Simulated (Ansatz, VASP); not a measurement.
# Two plane-wave programs on Sc2Al

```
CELL_PARAMETERS angstrom
7.82185 0.00000 0.00000
0.00000 5.16544 0.00000
0.00000 0.00000 3.40847
ATOMIC_POSITIONS crystal
Sc 0.29981 0.00007 0.50000
Sc 0.79981 0.49993 0.00000
Sc 0.70019 0.99993 0.50000
Sc 0.20019 0.50007 0.00000
Al 0.50000 0.50000 0.50000
Al 0.00000 0.00000 0.00000
```

Alike in both runs: functional r2SCAN; k mesh 4 × 4 × 4; occupations gaussian, width 0.1 eV; no spin polarisation.

Ansatz relaxed the structure, and its values are those at the end. VASP's run is a single point on that final structure, the one shown.

```csv
,VASP,Ansatz
version,VASP 6.6.1,Ansatz 0.2.0
potentials or method,"VASP PAW PBE potentials, release 64 (Sc_sv, Al), cutoff 520 eV","scalar-relativistic, plane waves, PAW"
valence electrons in the cell,50,50
```

VASP gave:

```
gap on the k mesh at the Fermi level (eV) : none
pressure (GPa)                            : 0.2
```

Question: What did Ansatz give for the same quantities?

Answer: gap on the k mesh at the Fermi level (eV): none; pressure (GPa): 0.1.

VASP's potentials were made for PBE, not for r2SCAN. A gap of «none» marks a metal or a gap that the smearing closes.

The k mesh is coarse, so the values compare programs but aren't converged.
